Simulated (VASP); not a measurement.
**LiNbO3: single point with PBE**

LiNbO3:

```
Li Nb O
1.0
     2.56732    1.48224    4.69683
    -2.56732    1.48224    4.69683
     0.00000   -2.96449    4.69683
Li Nb O
2 2 6
Cartesian
  0.0000 0.0000 3.9678
  0.0000 0.0000 11.0130
  0.0000 0.0000 0.0069
  0.0000 0.0000 7.0522
  -0.6356 -1.4433 5.5873
  1.5677 0.1712 5.5873
  -0.9321 1.2721 5.5873
  -1.6352 -0.2102 7.9357
  0.6356 1.5212 7.9357
  0.9996 -1.3110 7.9357
```

| Property | Result |
| --- | --- |
| Program | VASP 6.6.1 |
| Task | single point |
| Functional | PBE |
| Potentials or basis | VASP PAW PBE potentials, release 64 (Li_sv, Nb_sv, O) |
| Cutoff | 520 eV |
| k mesh | 6 × 6 × 6 |
| Occupations | gaussian, width 0.05 eV |
| Spin | no spin polarisation |

- Largest force: 0.275 eV/Å
- Band gap on the k mesh: 3.64 eV (least direct gap 3.65 eV)

Forces in eV/Å, atoms in the order of the input:
```
Li   0.000  0.000  0.025
Li   0.000  0.000  0.025
Nb   0.000  0.000 -0.257
Nb   0.000  0.000 -0.257
O   -0.179  0.194  0.077
O   -0.078 -0.252  0.077
O    0.257  0.058  0.077
O   -0.257  0.058  0.077
O    0.179  0.194  0.077
O    0.078 -0.252  0.077
```

Levels at points of the mesh, in eV from the valence-band top:
```csv
k point,band 30,band 31,band 32,band 33,band 34,band 35,band 36,band 37,band 38,band 39
"(0.00, 0.00, 0.00)",-0.71,-0.71,-0.51,0.00,0.00,3.65,3.65,4.18,5.20,5.20
"(0.50, 0.00, 0.00)",-0.49,-0.32,-0.32,-0.22,-0.22,3.91,3.91,4.75,4.75,4.96
"(0.50, 0.50, 0.00)",-1.02,-0.72,-0.65,-0.49,-0.19,3.75,4.18,4.61,4.71,5.27
"(0.50, 0.50, 0.50)",-0.62,-0.30,-0.30,-0.30,-0.30,4.70,4.70,4.87,4.87,4.87
```

Run time: 3.6 min on 1 thread of Intel(R) Xeon(R) Platinum 8488C (Sapphire Rapids), with other jobs on the host, peak memory 0.31 GiB.

 A k mesh can miss the band edges.
